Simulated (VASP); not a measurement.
Wanted: the native input for a VASP 6.6.1 run.

```
Task                   : single point
Functional             : PBE
Potentials or basis    : VASP PAW PBE potentials, release 64 (Mg, O)
Cutoff                 : 600 eV
k mesh                 : 3 × 3 × 3
Occupations            : gaussian, width 0.01 eV
Spin                   : no spin polarisation
Dipole correction      : no
Further INCAR settings : ALGO = Normal; EDIFF = 1e-06; NBANDS = 11
```

The structure of MgO lies in POSCAR:

```
MgO
1.0
    0.0000000000      2.1602126134      2.1602126134
    2.1602126134      0.0000000000      2.1602126134
    2.1602126134      2.1602126134      0.0000000000
Mg O
1 1
Direct
    0.0000000000      0.0000000000      0.0000000000
    0.5000000000      0.5000000000      0.5000000000
```

One way to write it, as run:

INCAR

```
SYSTEM = MgO
PREC = Accurate
ENCUT = 600
EDIFF = 1E-6
ISMEAR = 0
SIGMA = 0.01
LREAL = .False.
LASPH = .True.
NELM = 120
ALGO = Normal
ISIF = 2
LWAVE = .False.
LCHARG = .True.
GGA = PE
LELF = .True.
LVHAR = .True.
NBANDS = 11
GGA_COMPAT = .False.
```

KPOINTS

```
regular mesh
0
Gamma
  3 3 3
  0 0 0
```

Potentials or basis: VASP PAW PBE potentials, release 64 (Mg, O).

Launch:

```bash
$ cat potpaw_PBE.64/Mg/POTCAR potpaw_PBE.64/O/POTCAR > POTCAR
$ mpirun -np 1 vasp_std > vasp.out
```

Results of the run:

```json
{"Pressure": "-7.0 GPa", "Band gap on the k mesh": "3.97 eV, direct"}
```

Caveat: the k points lie up to 0.84 Å⁻¹ apart.

Run time: 2.6 s on 1 thread of Intel(R) Xeon(R) Platinum 8375C CPU @ 2.90GHz (Ice Lake), on a shared host, peak memory 0.13 GiB.
